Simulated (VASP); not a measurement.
HfN:

```
CELL_PARAMETERS angstrom
0.00000 2.25600 2.25600
2.25600 0.00000 2.25600
2.25600 2.25600 0.00000
ATOMIC_POSITIONS crystal
Hf 0.00000 0.00000 0.00000
N 0.50000 0.50000 0.50000
```

- Program: VASP 6.6.1
- Task: relaxation of cell and atoms
- Functional: PBEsol
- Potentials or basis: VASP PAW PBE potentials, release 64 (Hf_pv, N)
- Cutoff: 600 eV
- k mesh: 11 × 11 × 11
- Occupations: fermi-dirac, width 0.1 eV
- Spin: no spin polarisation

At the start: pressure -4.1 GPa; volume 11.48 Å³/atom.

Problem. How do energy, volume and symmetry change on relaxing?

Solution. Over 3 steps the energy falls by 2.1 meV/atom and the volume is 11.32 Å³/atom (-1.4 %); space group Fm-3m (No. 225, to 0.05 Å).

Step by step:
```tsv
step	energy change (eV)	largest force (eV/Å)	pressure (GPa)	volume (Å³)
1	0.0000	0.0000	-4.09	22.96
2	0.0125	0.0000	8.77	22.00
3	-0.0043	0.0000	-0.03	22.64
```

Final structure:
```
Hf N
1.0
     0.00000    2.24522    2.24522
     2.24522    0.00000    2.24522
     2.24522    2.24522    0.00000
Hf N
1 1
Direct
  0.00000 0.00000 0.00000
  0.50000 0.50000 0.50000
```

Caveat: the PAW data sets were made with another functional, which shifts forces and pressure a little.
